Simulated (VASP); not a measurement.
# ZnCu (Pm-3m) in VASP: single point with PBE

Aim: the single point of ZnCu with PBE.

Program: VASP 6.6.1. These are calculated values, not measurements. Logs are shortened: lines on timing, memory, paths and dates and some standing lists are left out, and cuts for length are marked.

**1. The cell of the first run**

Symmetry: Pm-3m, No. 221, cubic system. The conventional cell has a = 2.945 Å, b = 2.945 Å, c = 2.945 Å, α = 90.00°, β = 90.00°, γ = 90.00°. Zn (site symmetry m-3m) has 8 Cu at 2.55 Å and 6 Zn at 2.94 Å within 3.4 Å. Within 3.4 Å of Cu (site symmetry m-3m) lie 8 Zn at 2.55 Å and 6 Cu at 2.94 Å.

**2. Single point, PBE**

File INCAR:

```
SYSTEM = ZnCu
ALGO = Normal
EDIFF = 1E-7
ENCUT = 520
GGA = PE
ISIF = 2
ISMEAR = -1
LASPH = .TRUE.
LCHARG = .TRUE.
LELF = .TRUE.
LREAL = .FALSE.
LVHAR = .TRUE.
LWAVE = .FALSE.
NBANDS = 18
NELM = 100
PREC = Accurate
SIGMA = 0.05
```

File KPOINTS:

```
k-points
0
G
  10 10 10
  0 0 0
```

File POSCAR:

```
ZnCu
1.0
    2.9450000000      0.0000000000      0.0000000000
    0.0000000000      2.9450000000      0.0000000000
    0.0000000000      0.0000000000      2.9450000000
Zn Cu
1 1
Direct
    0.5000000000      0.5000000000      0.5000000000
    0.0000000000      0.0000000000      0.0000000000
```

Potentials or basis: VASP PAW PBE potentials, release 64 (Zn, Cu).

Command:

```bash
$ cat potpaw_PBE.64/Zn/POTCAR potpaw_PBE.64/Cu/POTCAR > POTCAR
$ mpirun -np 1 vasp_std > vasp.out
```

OUTCAR:

```text
SYSTEM = ZnCu
   EDIFF = 1E-7
   ENCUT = 520
   GGA = PE
   ISIF = 2
   ISMEAR = -1
   LASPH = .TRUE.
   LREAL = .FALSE.
   NELM = 100
   PREC = Accurate

 ion  position               nearest neighbor table
   1  0.500  0.500  0.500-   2 2.55   2 2.55   2 2.55   2 2.55   2 2.55   2 2.55   2 2.55   2 2.55

   2  0.000  0.000  0.000-   1 2.55   1 2.55   1 2.55   1 2.55   1 2.55   1 2.55   1 2.55   1 2.55

  LATTYP: Found a simple cubic cell.
 ALAT       =     2.9450000000

  Lattice vectors:

 A1 = (   2.9450000000,   0.0000000000,   0.0000000000)
 A2 = (   0.0000000000,   2.9450000000,   0.0000000000)
 A3 = (   0.0000000000,   0.0000000000,   2.9450000000)

Analysis of symmetry for initial positions (statically):
=====================================================================
 Subroutine PRICEL returns:
 Original cell was already a primitive cell.

 Routine SETGRP: Setting up the symmetry group for a
 simple cubic supercell.

 Subroutine GETGRP returns: Found 48 space group operations
 (whereof 48 operations were pure point group operations)
 out of a pool of 48 trial point group operations.

The static configuration has the point symmetry O_h .

Analysis of symmetry for dynamics (positions and initial velocities):
=====================================================================
 Subroutine PRICEL returns:
 Original cell was already a primitive cell.

 Routine SETGRP: Setting up the symmetry group for a
 simple cubic supercell.

 Subroutine GETGRP returns: Found 48 space group operations
 (whereof 48 operations were pure point group operations)
 out of a pool of 48 trial point group operations.

The dynamic configuration has the point symmetry O_h .

 Subroutine INISYM returns: Found 48 space group operations
 (whereof 48 operations are pure point group operations),
 and found     1 'primitive' translations

----------------------------------------------------------------------------------------

                                     Primitive cell

  volume of cell :      25.5421

  direct lattice vectors                    reciprocal lattice vectors
     2.945000000  0.000000000  0.000000000     0.339558574  0.000000000  0.000000000
     0.000000000  2.945000000  0.000000000     0.000000000  0.339558574  0.000000000
     0.000000000  0.000000000  2.945000000     0.000000000  0.000000000  0.339558574

  length of vectors
     2.945000000  2.945000000  2.945000000     0.339558574  0.339558574  0.339558574

  position of ions in fractional coordinates (direct lattice)
     0.500000000  0.500000000  0.500000000
     0.000000000  0.000000000  0.000000000

  ion indices of the primitive-cell ions
   primitive index   ion index
                 1           1
                 2           2

----------------------------------------------------------------------------------------

 KPOINTS: k-points

Automatic generation of k-mesh.
 Grid dimensions read from file:
 generate k-points for:   10   10   10

 Generating k-lattice:

  Cartesian coordinates                     Fractional coordinates (reciprocal lattice)
     0.033955857  0.000000000  0.000000000     0.100000000  0.000000000  0.000000000
     0.000000000  0.033955857  0.000000000     0.000000000  0.100000000  0.000000000
     0.000000000  0.000000000  0.033955857     0.000000000  0.000000000  0.100000000

  Length of vectors
     0.033955857  0.033955857  0.033955857

  Shift w.r.t. Gamma in fractional coordinates (k-lattice)
     0.000000000  0.000000000  0.000000000

 Subroutine IBZKPT returns following result:
 ===========================================

 Found     56 irreducible k-points:

 Following reciprocal coordinates:
            Coordinates               Weight
  0.000000  0.000000  0.000000      1.000000
  0.100000  0.000000  0.000000      6.000000
  0.200000  0.000000  0.000000      6.000000
  0.300000  0.000000  0.000000      6.000000
  0.400000  0.000000  0.000000      6.000000
  0.500000  0.000000  0.000000      3.000000
[... 16 lines left out ...]
  0.200000  0.100000  0.100000     24.000000
  0.300000  0.100000  0.100000     24.000000
 [... further k-points ...]
   k-points           NKPTS =     56   k-points in BZ     NKDIM =     56   number of bands    NBANDS=     18
   number of dos      NEDOS =    301   number of ions     NIONS =      2
   total plane-waves  NPLWV =  13824
   dimension x,y,z NGX =    24 NGY =   24 NGZ =   24
   dimension x,y,z NGXF=    48 NGYF=   48 NGZF=   48
   ions per type =               1   1
   NGX,Y,Z   is equivalent  to a cutoff of  13.55, 13.55, 13.55 a.u.
   NGXF,Y,Z  is equivalent  to a cutoff of  27.10, 27.10, 27.10 a.u.
 SYSTEM =  ZnCu
   PREC   = accura    normal or accurate (medium, high low for compatibility)
   ISTART =      0    job   : 0-new  1-cont  2-samecut
   ICHARG =      2    charge: 1-file 2-atom 10-const
   ISPIN  =      1    spin polarized calculation?
   LNONCOLLINEAR =      F non collinear calculations
   LSORBIT =      F    spin-orbit coupling
   LASPH  =      T    aspherical Exc in radial PAW
   ENCUT  =  520.0 eV  38.22 Ry    6.18 a.u.   5.48  5.48  5.48*2*pi/ulx,y,z
   NELM   =    100;   NELMIN=  2; NELMDL= -5     # of ELM steps
   EDIFF  = 0.1E-06   stopping-criterion for ELM
   LREAL  =      F    real-space projection
   EDIFFG = 0.1E-05   stopping-criterion for IOM
   NSW    =      0    number of steps for IOM
   IBRION =     -1    ionic relax: 0-MD 1-quasi-New 2-CG
   NFREE  =      0    steps in history (QN), initial steepest desc. (CG)
   ISIF   =      2    stress and relaxation
   ISYM   =      2    0-nonsym 1-usesym 2-fastsym
   POTIM  = 0.5000    time-step for ionic-motion
   TEBEG  =    0.0;   TEEND  =   0.0 temperature during run
   PSTRESS=    0.0 pullay stress
   NELECT =      23.0000    total number of electrons
   NUPDOWN=      -1.0000    fix difference up-down
   EMIN   =  10.00;   EMAX   =-10.00  energy-range for DOS
   EFERMI =   0.00;   METHOD = LEGACY
   ISMEAR =    -1;   SIGMA  =   0.05  broadening in eV -4-tet -1-fermi 0-gaus
   EFERMI_NEDOS =   21; number of points for ismear=-14 and -15
   IALGO  =     38    algorithm
   IMIX   =      4    mixing-type and parameters
     AMIX     =   0.40;   BMIX     =  1.00
     AMIX_MAG =   1.60;   BMIX_MAG =  1.00
  volume/ion in A,a.u.               =      12.77        86.18
  Fermi-wavevector in a.u.,A,eV,Ry     =   1.580880  2.987429 34.003415  2.499180
  Thomas-Fermi vector in A             =   2.681040
   LORBIT       =      0    0 simple, 1 ext, 2 COOP (PROOUT), +10 PAW based schemes
   GGA     = PE    functional components
   LHFCALC =     F    Hartree Fock is set to
   AEXX    =    0.0000 exact exchange contribution
   IVDW    =     0    specifies the selected vdW correction
   LEPSILON=     F    determine dielectric tensor
   LRPA    =     F    only Hartree local field effects (RPA)
 non-spin polarized calculation
  energy-cutoff  :      520.00
  volume of cell :       25.54
 maximum number of plane-waves:       711
 NGX is ok and might be reduce to    24
   NGX = 11   NGY = 11   NGZ = 11

 number of electron      23.0000000 magnetization

 Free energy of the ion-electron system (eV)
  ---------------------------------------------------
  ext. energy  EPLUGINS =         0.00000000
  ---------------------------------------------------
  free energy    TOTEN  =        -5.00469083 eV

  energy without entropy =       -4.99938552  energy(sigma->0) =       -5.00203817

 E-fermi :   5.6497     XC(G=0): -12.4017

 val. band max:        5.6235333957   @ k =   0.4000   0.4000   0.4000
 cond. band min:       5.7831652972   @ k =   0.3000   0.1000   0.1000
 fundamental gap:      0.1596319015
 Fermi energy:         5.6497165050

 k-point     1 :       0.0000    0.0000    0.0000
  band No.  band energies     occupation
      1      -4.7966      2.00000
      2      -2.3079      2.00000
      3      -2.3079      2.00000
      4      -1.6127      2.00000
      5      -1.6127      2.00000
      6      -1.6127      2.00000
[... 10 lines left out ...]
     17      17.8230      0.00000
     18      28.9804      0.00000

 k-point     2 :       0.1000    0.0000    0.0000
  band No.  band energies     occupation
      1      -4.6159      2.00000
      2      -2.2873      2.00000
      3      -2.2691      2.00000
      4      -1.6285      2.00000
      5      -1.6285      2.00000
      6      -1.6049      2.00000
[... 10 lines left out ...]
     17      19.1630      0.00000
     18      27.2353      0.00000

 k-point     3 :       0.2000    0.0000    0.0000
  band No.  band energies     occupation
      1      -4.0868      2.00000
      2      -2.2324      2.00000
      3      -2.1575      2.00000
      4      -1.6696      2.00000
      5      -1.6696      2.00000
      6      -1.5843      2.00000
[... 10 lines left out ...]
     17      22.5936      0.00000
     18      24.8066      0.00000

 k-point     4 :       0.3000    0.0000    0.0000
  band No.  band energies     occupation
      1      -3.2777      2.00000
      2      -2.1629      2.00000
      3      -1.9580      2.00000
      4      -1.7201      2.00000
      5      -1.7201      2.00000
      6      -1.5585      2.00000
[... 375 lines left out ...]
      4      -1.6540      2.00000
      5      -1.6540      2.00000
      6      -1.6125      2.00000
[... 10 lines left out ...]
     17      19.9791      0.00000
     18      24.6465      0.00000

 k-point    23 :       0.2000    0.1000    0.1000
  band No.  band energies     occupation
      1      -3.7478      2.00000
      2      -2.1730      2.00000
      3      -2.1116      2.00000
      4      -1.7002      2.00000
      5      -1.6841      2.00000
      6      -1.6101      2.00000
[... 10 lines left out ...]
     17      21.9793      0.00000
     18      22.3510      0.00000

 k-point    24 :       0.3000    0.1000    0.1000
  band No.  band energies     occupation
      1      -2.9922      2.00000
      2      -2.1117      2.00000
      3      -1.9660      2.00000
      4      -1.7581      2.00000
      5      -1.6591      2.00000
      6      -1.5871      2.00000
[... 10 lines left out ...]
     17      20.0042      0.00000
     18      20.4477      0.00000

 [... further k-points ...]

------------------------ aborting loop because EDIFF is reached ----------------------------------------

  FORCE on cell =-STRESS in cart. coord.  units (eV):
  Direction    XX          YY          ZZ          XY          YZ          ZX
  --------------------------------------------------------------------------------------
  -------------------------------------------------------------------------------------
  Total        0.4629145      0.4629145      0.4629145      0.0000000     -0.0000000      0.0000000
  in kB       29.0372507     29.0372507     29.0372507      0.0000000     -0.0000000      0.0000000
  external PRESSURE =      29.0372507 kB  Pullay stress =       0.0000000 kB

 VOLUME and BASIS-vectors are now :
 -----------------------------------------------------------------------------
  energy-cutoff  :      520.00
  volume of cell :       25.54
      direct lattice vectors                 reciprocal lattice vectors
     2.945000000  0.000000000  0.000000000     0.339558574  0.000000000  0.000000000
     0.000000000  2.945000000  0.000000000     0.000000000  0.339558574  0.000000000
     0.000000000  0.000000000  2.945000000     0.000000000  0.000000000  0.339558574

 POSITION                                       TOTAL-FORCE (eV/Angst)
 -----------------------------------------------------------------------------------
      1.47250      1.47250      1.47250         0.000000      0.000000      0.000000
      0.00000      0.00000      0.00000         0.000000      0.000000      0.000000
 -----------------------------------------------------------------------------------
    total drift:                                0.000000      0.000000     -0.000000

  FREE ENERGIE OF THE ION-ELECTRON SYSTEM (eV)
  ---------------------------------------------------
  free  energy   TOTEN  =        -5.0046908315 eV

  energy  without entropy=       -4.9993855178  energy(sigma->0) =       -5.00203817
```

It took 28 s on 1 thread of Intel Xeon 8259CL, shared host; peak memory 0.16 GiB.

Results:

```yaml
Free_energy: -5.0047 eV
Pressure: 2.9 GPa
Band_gap_on_the_k_mesh: zero (an odd number of electrons rules out a gap without spin polarisation)
```
